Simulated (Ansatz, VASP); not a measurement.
Ge in VASP and in Ansatz

POSCAR

```
Ge
1.0
    4.1575198196      0.0000000000      0.0000000000
   -2.0787599098      3.6005177805      0.0000000000
    0.0000000000      0.0000000000      6.8565322960
Ge
4
Direct
    0.3333333333      0.6666666667      0.0001969496
    0.6666666667      0.3333333333      0.5001969496
    0.3333333333      0.6666666667      0.3748030504
    0.6666666667      0.3333333333      0.8748030504
```

The input INCAR.step1:

```
SYSTEM = Ge
PREC = Accurate
ENCUT = 520
ISMEAR = -1
SIGMA = 0.02
LREAL = .FALSE.
LASPH = .TRUE.
NELM = 100
NBANDS = 36
GGA = PE
ALGO = Normal
EDIFF = 1E-4
LWAVE = .TRUE.
LCHARG = .FALSE.
```

Contents of INCAR.step2:

```
SYSTEM = Ge
PREC = Accurate
ENCUT = 520
EDIFF = 1E-6
ISMEAR = -1
SIGMA = 0.02
LREAL = .FALSE.
LASPH = .TRUE.
NELM = 100
ALGO = Normal
ISIF = 2
LWAVE = .FALSE.
LCHARG = .FALSE.
METAGGA = R2SCAN
LMIXTAU = .TRUE.
NBANDS = 36
ISTART = 1
```

KPOINTS

```
Automatic mesh
0
G
  12 12 4
  0 0 0
```

Input for Ansatz:

```yaml
crystal:
  lattice:
    - [4.1575198196, 0.0, 0.0]
    - [-2.0787599098, 3.6005177805, 0.0]
    - [0.0, 0.0, 6.856532296]
  atoms:
    - { symbol: Ge, position: [0.3333333333, 0.6666666667, 0.0001969496] }
    - { symbol: Ge, position: [0.6666666667, 0.3333333333, 0.5001969496] }
    - { symbol: Ge, position: [0.3333333333, 0.6666666667, 0.3748030504] }
    - { symbol: Ge, position: [0.6666666667, 0.3333333333, 0.8748030504] }
kpoints:
  mp_grid: { grid: [12, 12, 4] }
  band_path:
    path:
      - [0.0, 0.0, 0.0]
      - [0.5, 0.0, 0.0]
      - [0.3333333333, 0.3333333333, 0.0]
      - [0.0, 0.0, 0.5]
      - [0.5, 0.0, 0.5]
      - [0.3333333333, 0.3333333333, 0.5]
      - [0.0, 0.0, -0.061849]
      - [-0.001302, 0.0, 0.240234]
    npoints: 1
hamiltonian:
  xc: r2scan
scf:
  occupations: { method: fermi_dirac, width: 0.02 }
  n_extra_bands: 5
output:
  forces: true
  stress: true
  eigenvalues: true
```

Change from the starting cell: hydrostatic strain +4.0%.

Alike in both runs: task single point; functional r2SCAN; k mesh 12 × 12 × 4; occupations fermi-dirac, width 0.02 eV; no spin polarisation.

```csv
,VASP,Ansatz
version,VASP 6.6.1,Ansatz 0.2.0
potentials or method,"VASP PAW PBE potentials, release 64 (Ge_d)","plane waves, PAW"
plane-wave cutoff (eV),520,500
valence electrons in the cell,56,56
```

```csv
,VASP,Ansatz,Ansatz less VASP
pressure (GPa),-6.2,-6.3,-0.02
```

VASP's potentials were made for PBE, not for r2SCAN.
